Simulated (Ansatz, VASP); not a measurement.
Mg: VASP beside Ansatz

File INCAR:

```
  PREC = Accurate
  ENCUT = 520
  EDIFF = 1E-7
  ISMEAR = 0
  SIGMA = 0.05
  LREAL = False
  LASPH = True
  NELM = 80
  ALGO = Normal
  ISIF = 2
  LWAVE = False
  LCHARG = False
  GGA = PE
  NBANDS = 10
```

Contents of KPOINTS:

```
regular mesh
0
Gamma
  12 12 12
```

File POSCAR:

```
Mg
1.0
    1.5926943142      0.9195424911      7.6998773267
   -1.5926943142      0.9195424911      7.6998773267
    0.0000000000     -1.8390849821      7.6998773267
Mg
3
Direct
    0.0000000000      0.0000000000      0.0000000000
    0.2219355900      0.2219355900      0.2219355900
    0.7780644100      0.7780644100      0.7780644100
```

Input for Ansatz:

```yaml
crystal:
  lattice:
    - [1.5926943142, 0.9195424911, 7.6998773267]
    - [-1.5926943142, 0.9195424911, 7.6998773267]
    - [0.0, -1.8390849821, 7.6998773267]
  atoms:
    - { symbol: Mg, position: [0.0, 0.0, 0.0] }
    - { symbol: Mg, position: [0.22193559, 0.22193559, 0.22193559] }
    - { symbol: Mg, position: [0.77806441, 0.77806441, 0.77806441] }
basis:
  ecutwfc: 420
  fft_grid_basis: typed
kpoints:
  mp_grid: { grid: [12, 12, 12] }
hamiltonian:
  xc: pbe
scf:
  occupations: { method: gaussian, width: 0.05 }
output:
  forces: true
  stress: true
  eigenvalues: true
  bader: true
  write_density: true
  volumetric_format: npy
  elf: true
```

Alike in both runs: task single point; functional PBE; k mesh 12 × 12 × 12; occupations gaussian, width 0.05 eV; no spin polarisation.

|  | VASP | Ansatz |
| --- | --- | --- |
| version | VASP 6.6.1 | Ansatz 0.2.0 |
| potentials or method | VASP PAW PBE potentials, release 64 (Mg), cutoff 520 eV | scalar-relativistic, plane waves, PAW |
| valence electrons in the cell | 6 | 30 |

VASP gave:

```
gap on the k mesh at the Fermi level (eV) : none
pressure (GPa)                            : 0.6
rms of the force components (eV/Å)        : 0.005
```

Estimate Ansatz's values.

gap on the k mesh at the Fermi level (eV): none; pressure (GPa): 0.7; rms of the force components (eV/Å): 0.005.

Atom by atom the forces differ by 0.000 eV/Å (rms over components). A gap of «none» marks a metal or a gap that the smearing closes. VASP's potentials hold 6 valence electrons a cell and Ansatz's 30, so a difference there can come from the potentials and not from the codes.
